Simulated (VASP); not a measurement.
A run of VASP 6.6.1 is set up as follows.

The input INCAR:

```
ALGO     = Normal         # electronic algorithm
EDIFF    = 1E-6           # SCF threshold, eV
ENCUT    = 520            # plane-wave cutoff, eV
GGA      = PE             # functional
ISIF     = 2              # what is computed and relaxed
ISMEAR   = -1             # smearing method
ISPIN    = 2              # spin polarisation
LASPH    = True           # aspherical terms in the spheres
LCHARG   = False          # write CHGCAR
LMAXMIX  = 4              # l up to which the mixer works
LORBIT   = 11             # projections on sites
LREAL    = False          # projectors in reciprocal space
LWAVE    = False          # write WAVECAR
MAGMOM   = -0.5 2.9       # initial moments
NBANDS   = 23             # bands
NELM     = 150            # most SCF steps
NUPDOWN  = 2.4            # fixed moment
PREC     = Accurate       # precision mode
SIGMA    = 0.05           # smearing width, eV
```

The input KPOINTS:

```
k-points
0
Gamma
  11 11 11
```

Contents of POSCAR:

```
Cr
1.0
    2.9688993551      0.0000000000      0.0000000000
    0.0000000000      2.9688993551      0.0000000000
    0.0000000000      0.0000000000      2.9688993551
Cr
2
Direct
    0.0000000000      0.0000000000      0.0000000000
    0.5000000000      0.5000000000      0.5000000000
```

Potentials or basis: VASP PAW PBE potentials, release 64 (Cr_pv).

Run with:

```sh
$ cat potpaw_PBE.64/Cr_pv/POTCAR > POTCAR
$ mpirun -np 1 vasp_std > vasp.out
```

Q: What does it give for the pressure?

A: -14.2 GPa.

Caveat: the cell stands under tension; the total moment is fixed, so each spin has its own Fermi level.
